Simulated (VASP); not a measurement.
**BaTiO3: single point with PBE**

BaTiO3:

```
Ba Ti O
1.0
     3.99980    0.00000    0.00000
     0.00000    3.99980    0.00000
     0.00000    0.00000    4.01800
Ba Ti O
1 1 3
Cartesian
  0.0000 0.0000 0.0000
  1.9999 1.9999 1.9688
  1.9999 1.9999 0.0763
  1.9999 0.0000 2.0773
  0.0000 1.9999 2.0773
```

- Program: VASP 6.6.1
- Task: single point
- Functional: PBE
- Potentials or basis: VASP PAW PBE potentials, release 64 (Ba_sv, Ti_sv, O_h)
- Cutoff: 1340 eV
- k mesh: 5 × 5 × 5
- Occupations: fermi-dirac, width 0.02 eV
- Spin: collinear spin
- Starting moments: [0.0, 1.0, 0.0, 0.0, 0.0] μB
- Dipole correction: no
- Further INCAR settings: ALGO = Normal; EDIFF = 1e-06; NBANDS = 32

```yaml
Pressure: 4.1 GPa
Largest_force: 0.298 eV/Å
Band_gap_on_the_k_mesh: 1.93 eV (least direct gap 2.06 eV)
Net_moment: 0.00 μB per cell
Valence_electrons_inside_the_program's_atomic_spheres: Ba 7.99; Ti 10.20; O 3.37
```

Forces in eV/Å, atoms in the order of the input:
```
Ba   0.000  0.000  0.077
Ti   0.000  0.000 -0.153
O    0.000  0.000  0.298
O    0.000  0.000 -0.111
O    0.000  0.000 -0.111
```

Stress tensor (GPa, compression positive):
```
3.78 0.00 0.00
0.00 3.78 0.00
0.00 0.00 4.65
```

Levels at points of the mesh, in eV from the valence-band top:
Spin up:
| k point | band 16 | band 17 | band 18 | band 19 | band 20 | band 21 | band 22 | band 23 | band 24 | band 25 |
| --- | --- | --- | --- | --- | --- | --- | --- | --- | --- | --- |
| (0.00, 0.00, 0.00) | -1.07 | -0.97 | -0.14 | -0.13 | -0.13 | 1.93 | 2.15 | 2.15 | 4.12 | 4.22 |
Spin down:
```tsv
k point	band 18	band 19	band 20	band 21	band 22	band 23
(0.00, 0.00, 0.00)	-0.14	-0.13	-0.13	1.93	2.15	2.15
```

It took 4.7 min on 1 thread of Intel(R) Xeon(R) Platinum 8259CL CPU @ 2.50GHz (Skylake/Cascade Lake) (shared host), peak memory 0.56 GiB.

Caveat: the cell stands under pressure; spin-orbit coupling is left out, which moves the levels of the heavy elements. A k mesh can miss the band edges.
